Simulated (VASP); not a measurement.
Wanted: the native input for a VASP 6.6.1 run.

| Item | Value |
| --- | --- |
| Task | single point |
| Functional | LDA |
| Potentials or basis | VASP PAW LDA potentials, release 64 (Pd) |
| Cutoff | 520 eV |
| k mesh | 14 × 14 × 14 |
| Occupations | methfessel-paxton, width 0.2 eV |
| Spin | collinear spin, ferromagnetic start |
| Starting moments | [0.5] μB |
| Dipole correction | no |
| Further INCAR settings | ALGO = Normal; EDIFF = 1e-06; NBANDS = 15 |

The structure of Pd lies in POSCAR:

```
Pd
1.0
    0.0000000000      1.9202771092      1.9202771092
    1.9202771092      0.0000000000      1.9202771092
    1.9202771092      1.9202771092      0.0000000000
Pd
1
Direct
    0.0000000000      0.0000000000      0.0000000000
```

These files were run (other wordings do the same):

INCAR

```
SYSTEM = Pd
  PREC = Accurate
  ENCUT = 520
  EDIFF = 1E-6
  ISMEAR = 1
  SIGMA = 0.2
  LREAL = .FALSE.
  LASPH = .TRUE.
  NELM = 150
  ALGO = Normal
  ISIF = 2
  LWAVE = .FALSE.
  LCHARG = .FALSE.
  ISPIN = 2
  MAGMOM = 0.5
  LORBIT = 11
  LMAXMIX = 4
  GGA = CA
  NBANDS = 15
```

KPOINTS

```
Automatic mesh
0
G
  14 14 14
  0 0 0
```

Potentials or basis: VASP PAW LDA potentials, release 64 (Pd).

The run is started by

```console
$ cat potpaw_LDA.64/Pd/POTCAR > POTCAR
$ mpirun -np 1 vasp_std > vasp.out
```

It gave:

```json
{"Pressure": "0.2 GPa", "Band gap on the k mesh": "zero (filled and empty bands overlap)", "Net moment": "0.00 μB per cell", "Valence electrons inside the program's atomic spheres": "Pd 9.53"}
```

Wall time 38 s on 1 thread of Intel(R) Xeon(R) Platinum 8488C (Sapphire Rapids) (shared host), peak memory 0.14 GiB.
